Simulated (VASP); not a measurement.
# SiO2 (I-42d) in VASP: further runs

SiO2 is run at these levels: PBEsol+D3(BJ); tasks: single point.

Everything below comes from runs of VASP 6.6.1. Logs are shortened: lines on timing, memory, paths and dates and some standing lists are left out, and cuts for length are marked.

### Step 1. The cell of the first run

It takes space group I-42d (No. 122, tetragonal). Conventional cell: a = 4.748 Å, b = 4.748 Å, c = 7.488 Å, α = 90.00°, β = 90.00°, γ = 90.00°. Within 2.2 Å of Si (site symmetry -4) lie 4 O at 1.62 Å. O (site symmetry 2) has 2 Si at 1.62 Å within 2.2 Å.

### Step 2. Single point, PBEsol+D3(BJ)

The input, INCAR:

```
PREC = Accurate ; ENCUT = 520
EDIFF = 1E-7 ; ISMEAR = 0
SIGMA = 0.01 ; LREAL = F
LASPH = T ; NELM = 60
ALGO = Normal ; ISIF = 2
LWAVE = F ; LCHARG = F
GGA = PS ; IVDW = 12
NBANDS = 25
```

The input, KPOINTS:

```
regular mesh
0
Gamma
  6 6 6
```

The input, POSCAR:

```
SiO2
1.0
   -2.3740500000      2.3740500000      3.7440000000
    2.3740500000     -2.3740500000      3.7440000000
    2.3740500000      2.3740500000     -3.7440000000
Si O
2 4
Direct
    0.0000000000      0.0000000000      0.0000000000
    0.7500000000      0.2500000000      0.5000000000
    0.9983800004      0.6250000000      0.8733800004
    0.3750000000      0.2483800004      0.3733800004
    0.7516199996      0.1250000000      0.1266199996
    0.8750000000      0.0016199996      0.6266199996
```

Potentials or basis: VASP PAW PBE potentials, release 64 (Si, O).

The run is started by

```
$ cat potpaw_PBE.64/Si/POTCAR potpaw_PBE.64/O/POTCAR > POTCAR
$ mpirun -np 1 vasp_std > vasp.out
```

OUTCAR:

```text
PREC = Accurate
   ENCUT = 520
   EDIFF = 1E-7
   ISMEAR = 0
   LREAL = F
   LASPH = T
   NELM = 60
   ISIF = 2
   GGA = PS
   IVDW = 12
 IVDW          = 12

 ion  position               nearest neighbor table
   1  0.000  0.000  0.000-   3 1.62   5 1.62   6 1.62   4 1.62   2 3.02   2 3.02   2 3.02   2 3.02

   2  0.750  0.250  0.500-   4 1.62   5 1.62   6 1.62   3 1.62   1 3.02   1 3.02   1 3.02   1 3.02

   3  0.998  0.625  0.873-   1 1.62   2 1.62
   4  0.375  0.248  0.373-   2 1.62   1 1.62
   5  0.752  0.125  0.127-   1 1.62   2 1.62
   6  0.875  0.002  0.627-   1 1.62   2 1.62

  LATTYP: Found a body centered tetragonal cell.
 ALAT       =     4.7481000000
 C/A-ratio  =     1.5770518734

  Lattice vectors:

 A1 = (  -2.3740500000,   2.3740500000,   3.7440000000)
 A2 = (   2.3740500000,  -2.3740500000,   3.7440000000)
 A3 = (   2.3740500000,   2.3740500000,  -3.7440000000)

Analysis of symmetry for initial positions (statically):
=====================================================================
 Subroutine PRICEL returns:
 Original cell was already a primitive cell.

 Routine SETGRP: Setting up the symmetry group for a
 body centered tetragonal supercell.

 Subroutine GETGRP returns: Found  8 space group operations
 (whereof  4 operations were pure point group operations)
 out of a pool of 16 trial point group operations.

The static configuration has the point symmetry S_4 .
 The point group associated with its full space group is D_2d.

Analysis of symmetry for dynamics (positions and initial velocities):
=====================================================================
 Subroutine PRICEL returns:
 Original cell was already a primitive cell.

 Routine SETGRP: Setting up the symmetry group for a
 body centered tetragonal supercell.

 Subroutine GETGRP returns: Found  8 space group operations
 (whereof  4 operations were pure point group operations)
 out of a pool of 16 trial point group operations.

The dynamic configuration has the point symmetry S_4 .
 The point group associated with its full space group is D_2d.

 Subroutine INISYM returns: Found  8 space group operations
 (whereof  4 operations are pure point group operations),
 and found     1 'primitive' translations

----------------------------------------------------------------------------------------

                                     Primitive cell

  volume of cell :      84.4064

  direct lattice vectors                    reciprocal lattice vectors
    -2.374050000  2.374050000  3.744000000     0.000000000  0.210610560  0.133547009
     2.374050000 -2.374050000  3.744000000     0.210610560  0.000000000  0.133547009
     2.374050000  2.374050000 -3.744000000     0.210610560  0.210610560  0.000000000

  length of vectors
     5.028892801  5.028892801  5.028892801     0.249382460  0.249382460  0.297848310

  position of ions in fractional coordinates (direct lattice)
     0.000000000  0.000000000  0.000000000
     0.750000000  0.250000000  0.500000000
     0.998380000  0.625000000  0.873380000
     0.375000000  0.248380000  0.373380000
     0.751620000  0.125000000  0.126620000
     0.875000000  0.001620000  0.626620000

  ion indices of the primitive-cell ions
   primitive index   ion index
                 1           1
                 2           2
                 3           3
                 4           4
                 5           5
                 6           6

----------------------------------------------------------------------------------------

 KPOINTS: regular mesh

Automatic generation of k-mesh.
 Grid dimensions read from file:
 generate k-points for:    6    6    6

 Generating k-lattice:

  Cartesian coordinates                     Fractional coordinates (reciprocal lattice)
     0.000000000  0.035101760  0.022257835     0.166666667  0.000000000  0.000000000
     0.035101760  0.000000000  0.022257835     0.000000000  0.166666667  0.000000000
     0.035101760  0.035101760  0.000000000     0.000000000  0.000000000  0.166666667

  Length of vectors
     0.041563743  0.041563743  0.049641385

  Shift w.r.t. Gamma in fractional coordinates (k-lattice)
     0.000000000  0.000000000  0.000000000

 Subroutine IBZKPT returns following result:
 ===========================================

 Found     30 irreducible k-points:

 Following reciprocal coordinates:
            Coordinates               Weight
  0.000000  0.000000  0.000000      1.000000
  0.166667  0.000000  0.000000      8.000000
  0.333333 -0.000000  0.000000      8.000000
  0.500000  0.000000  0.000000      4.000000
  0.166667  0.166667  0.000000      8.000000
  0.333333  0.166667  0.000000     16.000000
[... 16 lines left out ...]
 -0.333333 -0.333333  0.166667      8.000000
 -0.166667 -0.333333  0.166667      8.000000
 [... further k-points ...]
   k-points           NKPTS =     30   k-points in BZ     NKDIM =     30   number of bands    NBANDS=     25
   number of dos      NEDOS =    301   number of ions     NIONS =      6
   total plane-waves  NPLWV =  64000
   dimension x,y,z NGX =    40 NGY =   40 NGZ =   40
   dimension x,y,z NGXF=    80 NGYF=   80 NGZF=   80
   ions per type =               2   4
   NGX,Y,Z   is equivalent  to a cutoff of  13.22, 13.22, 13.22 a.u.
   NGXF,Y,Z  is equivalent  to a cutoff of  26.45, 26.45, 26.45 a.u.
 SYSTEM =  unknown system
   PREC   = accura    normal or accurate (medium, high low for compatibility)
   ISTART =      0    job   : 0-new  1-cont  2-samecut
   ICHARG =      2    charge: 1-file 2-atom 10-const
   ISPIN  =      1    spin polarized calculation?
   LNONCOLLINEAR =      F non collinear calculations
   LSORBIT =      F    spin-orbit coupling
   LASPH  =      T    aspherical Exc in radial PAW
   ENCUT  =  520.0 eV  38.22 Ry    6.18 a.u.   9.35  9.35  9.35*2*pi/ulx,y,z
   NELM   =     60;   NELMIN=  2; NELMDL= -5     # of ELM steps
   EDIFF  = 0.1E-06   stopping-criterion for ELM
   LREAL  =      F    real-space projection
   EDIFFG = 0.1E-05   stopping-criterion for IOM
   NSW    =      0    number of steps for IOM
   IBRION =     -1    ionic relax: 0-MD 1-quasi-New 2-CG
   NFREE  =      0    steps in history (QN), initial steepest desc. (CG)
   ISIF   =      2    stress and relaxation
   ISYM   =      2    0-nonsym 1-usesym 2-fastsym
   POTIM  = 0.5000    time-step for ionic-motion
   TEBEG  =    0.0;   TEEND  =   0.0 temperature during run
   PSTRESS=    0.0 pullay stress
   NELECT =      32.0000    total number of electrons
   NUPDOWN=      -1.0000    fix difference up-down
   EMIN   =  10.00;   EMAX   =-10.00  energy-range for DOS
   EFERMI =   0.00;   METHOD = LEGACY
   ISMEAR =     0;   SIGMA  =   0.01  broadening in eV -4-tet -1-fermi 0-gaus
   EFERMI_NEDOS =   21; number of points for ismear=-14 and -15
   IALGO  =     38    algorithm
   IMIX   =      4    mixing-type and parameters
     AMIX     =   0.40;   BMIX     =  1.00
     AMIX_MAG =   1.60;   BMIX_MAG =  1.00
  volume/ion in A,a.u.               =      14.07        94.93
  Fermi-wavevector in a.u.,A,eV,Ry     =   1.184858  2.239057 19.101062  1.403888
  Thomas-Fermi vector in A             =   2.321064
   LORBIT       =      0    0 simple, 1 ext, 2 COOP (PROOUT), +10 PAW based schemes
   GGA     = PS    functional components
   LHFCALC =     F    Hartree Fock is set to
   AEXX    =    0.0000 exact exchange contribution
   IVDW    =    12    specifies the selected vdW correction
   LEPSILON=     F    determine dielectric tensor
   LRPA    =     F    only Hartree local field effects (RPA)
 non-spin polarized calculation
 Gauss-broadening in eV      SIGMA  =   0.01
  energy-cutoff  :      520.00
  volume of cell :       84.41
 maximum number of plane-waves:      2317
 NGX is ok and might be reduce to    40
   NGX = 19   NGY = 19   NGZ = 19

 number of electron      32.0000012 magnetization

 Free energy of the ion-electron system (eV)
  ---------------------------------------------------
  ext. energy  EPLUGINS =         0.00000000
  ---------------------------------------------------
  free energy    TOTEN  =       -49.29778480 eV

  energy without entropy =      -49.29778480  energy(sigma->0) =      -49.29778480

 E-fermi :  -0.1467     XC(G=0):  -8.7112

 val. band max:       -0.1982990874   @ k =   0.0000   0.0000   0.0000
 cond. band min:       5.7745434820   @ k =   0.0000   0.0000   0.0000
 fundamental gap:      5.9728425694
 Fermi energy:        -0.1467430992

 k-point     1 :       0.0000    0.0000    0.0000
  band No.  band energies     occupation
      1     -19.2425      2.00000
      2     -17.0966      2.00000
      3     -17.0760      2.00000
      4     -17.0760      2.00000
      5      -9.0178      2.00000
      6      -5.4897      2.00000
[... 17 lines left out ...]
     24      13.4913      0.00000
     25      13.8269      0.00000

 k-point     2 :       0.1667    0.0000    0.0000
  band No.  band energies     occupation
      1     -19.1545      2.00000
      2     -17.2280      2.00000
      3     -17.1008      2.00000
      4     -17.0763      2.00000
      5      -8.8196      2.00000
      6      -5.5704      2.00000
[... 17 lines left out ...]
     24      13.1587      0.00000
     25      13.6584      0.00000

 k-point     3 :       0.3333   -0.0000    0.0000
  band No.  band energies     occupation
      1     -18.9318      2.00000
      2     -17.5576      2.00000
      3     -17.1171      2.00000
      4     -17.0863      2.00000
      5      -8.3677      2.00000
      6      -5.8147      2.00000
[... 552 lines left out ...]
 k-point    23 :      -0.3333   -0.3333    0.1667
  band No.  band energies     occupation
      1     -18.7287      2.00000
      2     -17.8259      2.00000
      3     -17.1171      2.00000
      4     -17.1107      2.00000
      5      -7.8743      2.00000
      6      -6.1867      2.00000
[... 17 lines left out ...]
     24      13.1798      0.00000
     25      13.6645      0.00000

 k-point    24 :      -0.1667   -0.3333    0.1667
  band No.  band energies     occupation
      1     -18.9435      2.00000
      2     -17.5543      2.00000
      3     -17.1042      2.00000
      4     -17.0934      2.00000
      5      -8.3166      2.00000
      6      -5.7822      2.00000
[... 17 lines left out ...]
     24      13.2580      0.00000
     25      13.8574      0.00000

 [... further k-points ...]

------------------------ aborting loop because EDIFF is reached ----------------------------------------

 Edisp (eV)   -0.59843

 E8    (eV) :    -0.3350

  FORCE on cell =-STRESS in cart. coord.  units (eV):
  Direction    XX          YY          ZZ          XY          YZ          ZX
  --------------------------------------------------------------------------------------
  -------------------------------------------------------------------------------------
  Total       0.55986     0.55986    -0.45299     0.00000    -0.00000     0.00000
  in kB      10.62715    10.62715    -8.59852     0.00000    -0.00000     0.00000
  external pressure =        4.22 kB  Pullay stress =        0.00 kB

 VOLUME and BASIS-vectors are now :
 -----------------------------------------------------------------------------
  energy-cutoff  :      520.00
  volume of cell :       84.41
      direct lattice vectors                 reciprocal lattice vectors
    -2.374050000  2.374050000  3.744000000     0.000000000  0.210610560  0.133547009
     2.374050000 -2.374050000  3.744000000     0.210610560  0.000000000  0.133547009
     2.374050000  2.374050000 -3.744000000     0.210610560  0.210610560  0.000000000

 POSITION                                       TOTAL-FORCE (eV/Angst)
 -----------------------------------------------------------------------------------
      0.00000      0.00000      0.00000         0.000000      0.000000     -0.000000
      0.00000      2.37405      1.87200         0.000000      0.000000      0.000000
      1.18702      2.95987      2.80800         0.000000      0.027977      0.000000
      0.58582      1.18702      0.93600         0.027977      0.000000      0.000000
     -1.18702      1.78823      2.80800         0.000000     -0.027977      0.000000
     -0.58582      3.56108      0.93600        -0.027977      0.000000      0.000000
 -----------------------------------------------------------------------------------
    total drift:                                0.000002      0.000002      0.000002

  FREE ENERGIE OF THE ION-ELECTRON SYSTEM (eV)
  ---------------------------------------------------
  free  energy   TOTEN  =       -49.8962136323 eV

  energy  without entropy=      -49.8962136323  energy(sigma->0) =      -49.89621363
```

Run time: 61 s. Hardware: 1 thread of Intel Xeon 6975P-C, shared host; peak memory 0.25 GiB.

Results:

* Free energy: -49.8962 eV
* Pressure: 0.4 GPa
* Largest force: 0.028 eV/Å
* Band gap on the k mesh: 5.97 eV, direct
* Dispersion energy per atom: -0.100 eV

Forces on the atoms (eV/Å):
```
Si   0.000  0.000  0.000
Si   0.000  0.000  0.000
O    0.000  0.028  0.000
O    0.028  0.000  0.000
O    0.000 -0.028  0.000
O   -0.028  0.000  0.000
```

Stress tensor (GPa, compression positive):
```
 1.06  0.00  0.00
 0.00  1.06  0.00
 0.00  0.00 -0.86
```

Levels at points of the mesh, in eV from the valence-band top:
```tsv
k point	band 12	band 13	band 14	band 15	band 16	band 17	band 18	band 19	band 20	band 21
(0.00, 0.00, 0.00)	-1.36	-1.33	-1.03	0.00	0.00	5.97	8.57	11.19	11.19	11.39
(0.50, 0.00, 0.00)	-1.46	-1.28	-0.68	-0.29	-0.18	8.31	9.17	9.96	10.12	11.08
(0.50, 0.50, 0.00)	-1.91	-0.75	-0.75	-0.24	-0.24	9.41	9.41	10.05	10.05	11.23
(0.50, 0.50, 0.50)	-1.95	-1.50	-1.50	-0.11	-0.11	8.97	8.97	9.59	9.59	12.18
```

Caveat: three body term missing; the PAW data sets were made with another functional, which shifts forces and pressure a little.

[end of part 1 of 2]
